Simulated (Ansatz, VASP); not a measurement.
BiTe in VASP and in Ansatz

```
Bi Te
1.0
     2.49056    1.43793    3.13419
    -2.49056    1.43793    3.13419
     0.00000   -2.87586    3.13419
Bi Te
1 1
Direct
  0.50000 0.50000 0.50000
  0.00000 0.00000 0.00000
```

Alike in both runs: task single point; functional PBE; k mesh 18 × 18 × 18; occupations gaussian, width 0.15 eV; no spin polarisation.

|  | VASP | Ansatz |
| --- | --- | --- |
| version | VASP 6.6.1 | Ansatz 0.2.0 |
| potentials or method | VASP PAW PBE potentials, release 64 (Bi_d, Te), cutoff 520 eV | scalar-relativistic, plane waves, PAW |
| valence electrons in the cell | 21 | 31 |

|  | VASP | Ansatz | Ansatz less VASP |
| --- | --- | --- | --- |
| gap on the k mesh at the Fermi level (eV) | none | none | - |
| pressure (GPa) | -0.9 | -0.8 | +0.07 |
| traceless stress, the component that is largest in VASP (GPa) | 1.34 | 1.33 | -0.001 |

A gap of «none» marks a metal or a gap that the smearing closes. VASP's potentials hold 21 valence electrons a cell and Ansatz's 31, so a difference there can come from the potentials and not from the codes.

Spin-orbit coupling is off throughout.
